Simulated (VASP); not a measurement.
Wanted: the native input for a VASP 6.6.1 run.

```
Task                   : single point
Functional             : PBE
Potentials or basis    : VASP PAW PBE potentials, release 64 (Cd, F)
Cutoff                 : 520 eV
k mesh                 : 8 × 8 × 8
Occupations            : gaussian, width 0.05 eV
Spin                   : no spin polarisation
Dipole correction      : no
Further INCAR settings : ALGO = Normal; EDIFF = 1e-06; NBANDS = 20
```

The structure of CdF2 lies in POSCAR:

```
CdF2
1.0
    0.0000000000      2.8792614812      2.8792614812
    2.8792614812      0.0000000000      2.8792614812
    2.8792614812      2.8792614812      0.0000000000
Cd F
1 2
Direct
    0.0000000000      0.0000000000      0.0000000000
    0.2500000000      0.2500000000      0.2500000000
    0.7500000000      0.7500000000      0.7500000000
```

These files were run (other wordings do the same):

INCAR

```
SYSTEM = CdF2
PREC = Accurate
ENCUT = 520
EDIFF = 1E-6
ISMEAR = 0
SIGMA = 0.05
LREAL = .FALSE.
LASPH = .TRUE.
NELM = 60
ALGO = Normal
ISIF = 2
LWAVE = .FALSE.
LCHARG = .FALSE.
GGA = PE
NBANDS = 20
```

KPOINTS

```
regular mesh
0
G
  8 8 8
  0 0 0
```

Potentials or basis: VASP PAW PBE potentials, release 64 (Cd, F).

Run with:

```sh
$ cat potpaw_PBE.64/Cd/POTCAR potpaw_PBE.64/F/POTCAR > POTCAR
$ mpirun -np 1 vasp_std > vasp.out
```

It gave:

| Property | Result |
| --- | --- |
| Pressure | -9.5 GPa |
| Band gap on the k mesh | 2.38 eV (least direct gap 2.96 eV) |

Caveat: the cell stands under tension.

Wall time 43 s on 1 thread of AMD EPYC 7R13, on a shared host, peak memory 0.15 GiB.
